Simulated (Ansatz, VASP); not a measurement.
# SiC in VASP and in Ansatz

The input POSCAR:

```
SiC
1.0
   -0.2295020475      2.0655184278      2.0655184278
    2.0655184278     -0.2295020475      2.0655184278
    2.0655184278      2.0655184278     -0.2295020475
Si C
1 1
Direct
    0.0000000000      0.0000000000      0.0000000000
    0.7500000000      0.7500000000      0.7500000000
```

File INCAR.step1:

```
PREC = Accurate
ENCUT = 520
ISMEAR = 0
SIGMA = 0.05
LREAL = False
LASPH = True
NELM = 100
NBANDS = 11
GGA = PE
ALGO = Normal
EDIFF = 1E-4
LWAVE = True
LCHARG = False
```

The input INCAR.step2:

```
PREC = Accurate
ENCUT = 520
EDIFF = 1E-6
ISMEAR = 0
SIGMA = 0.05
LREAL = False
LASPH = True
NELM = 100
ALGO = Normal
ISIF = 2
LWAVE = False
LCHARG = False
METAGGA = R2SCAN
LMIXTAU = True
NBANDS = 11
ISTART = 1
```

The input KPOINTS:

```
Automatic mesh
0
Gamma
  12 12 12
```

Input for Ansatz:

```yaml
crystal:
  lattice:
    - [-0.2295020475, 2.0655184278, 2.0655184278]
    - [2.0655184278, -0.2295020475, 2.0655184278]
    - [2.0655184278, 2.0655184278, -0.2295020475]
  atoms:
    - { symbol: Si, position: [0.0, 0.0, 0.0] }
    - { symbol: C, position: [0.75, 0.75, 0.75] }
basis:
  ecutwfc: 500
kpoints:
  mp_grid: { grid: [12, 12, 12] }
hamiltonian:
  xc: r2scan
scf:
  occupations: { method: gaussian, width: 0.05 }
output:
  forces: true
  stress: true
  eigenvalues: true
```

Alike in both runs: task single point; functional r2SCAN; k mesh 12 × 12 × 12; occupations gaussian, width 0.05 eV; no spin polarisation.

|  | VASP | Ansatz |
| --- | --- | --- |
| version | VASP 6.6.1 | Ansatz 0.2.0 |
| potentials or method | VASP PAW PBE potentials, release 64 (Si, C), cutoff 520 eV | scalar-relativistic, plane waves, PAW |
| valence electrons in the cell | 8 | 8 |

```csv
,VASP,Ansatz,Ansatz less VASP
gap on the k mesh at the Fermi level (eV),1.01,1.01,-0.001
least direct gap on the mesh (eV),3.53,3.53,-0.006
pressure (GPa),10.4,10.6,+0.23
"traceless stress, the component that is largest in VASP (GPa)",35.39,35.34,-0.042
rms of the force components (eV/Å),1.827,1.842,+0.0151
```

VASP's potentials were made for PBE, not for r2SCAN. Atom by atom the forces differ by 0.015 eV/Å (rms over components).
